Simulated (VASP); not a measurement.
Here is a VASP 6.6.1 calculation.

File INCAR:

```
SYSTEM = Ir
PREC = Accurate ; ENCUT = 600
EDIFF = 1E-7 ; ISMEAR = 1
SIGMA = 0.1 ; LREAL = .False.
LASPH = .True. ; NELM = 60
ALGO = Normal ; ISIF = 3
LWAVE = .False. ; LCHARG = .False.
GGA = PE ; IBRION = 2
NSW = 60 ; EDIFFG = -0.03
PSTRESS = 400.0
```

File KPOINTS:

```
regular mesh
0
Gamma
  19 19 19
  0 0 0
```

The input POSCAR:

```
Ir
1.0
    2.4900000000      0.0000000000      0.0000000000
    0.0000000000      2.4900000000      0.0000000000
    0.0000000000      0.0000000000      2.4900000000
Ir
1
Direct
    0.0000000000      0.0000000000      0.0000000000
```

Potentials or basis: VASP PAW PBE potentials, release 64 (Ir).

The run is started by

```console
$ cat potpaw_PBE.64/Ir/POTCAR > POTCAR
$ mpirun -np 1 vasp_std > vasp.out
```

Problem. Predict the space group after relaxing (to 0.05 Å).

Solution. Pm-3m (No. 221).

Problem. Predict the relaxed volume.

Solution. 15.08 Å³/atom.

Problem. Predict the relaxed cell.

Solution. a = 2.470 Å, b = 2.470 Å, c = 2.470 Å, α = 90.00°, β = 90.00°, γ = 90.00°.

Final structure:
```yaml
crystal:
  lattice:
    - [2.47039, 0.00000, 0.00000]
    - [0.00000, 2.47039, 0.00000]
    - [0.00000, 0.00000, 2.47039]
  atoms:
    - { symbol: Ir, position: [0.00000, 0.00000, 0.00000] }
```

Caveat: the cell is relaxed towards a set pressure, so the enthalpy falls and the energy may rise.
